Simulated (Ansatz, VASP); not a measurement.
**Ba: VASP beside Ansatz**

```
Ba
1.0
     0.00000    3.12199    3.12199
     3.12199    0.00000    3.12199
     3.12199    3.12199    0.00000
Ba
1
Cartesian
  0.0000 0.0000 0.0000
```

Alike in both runs: task single point; functional PBEsol; k mesh 14 × 14 × 14; occupations gaussian, width 0.15 eV; no spin polarisation.

|  | VASP | Ansatz |
| --- | --- | --- |
| version | VASP 6.6.1 | Ansatz 0.2.0 |
| potentials or method | VASP PAW PBE potentials, release 64 (Ba_sv), cutoff 520 eV | scalar-relativistic, plane waves, PAW |
| valence electrons in the cell | 10 | 10 |

Ansatz gave:

| Property | Result |
| --- | --- |
| gap on the k mesh at the Fermi level (eV) | none |
| pressure (GPa) | -0.3 |

What did VASP give for the same quantities?

gap on the k mesh at the Fermi level (eV): none; pressure (GPa): -0.2.

VASP's potentials were made for PBE, not for PBEsol. A gap of «none» marks a metal or a gap that the smearing closes.

Neither program's run includes spin-orbit coupling.
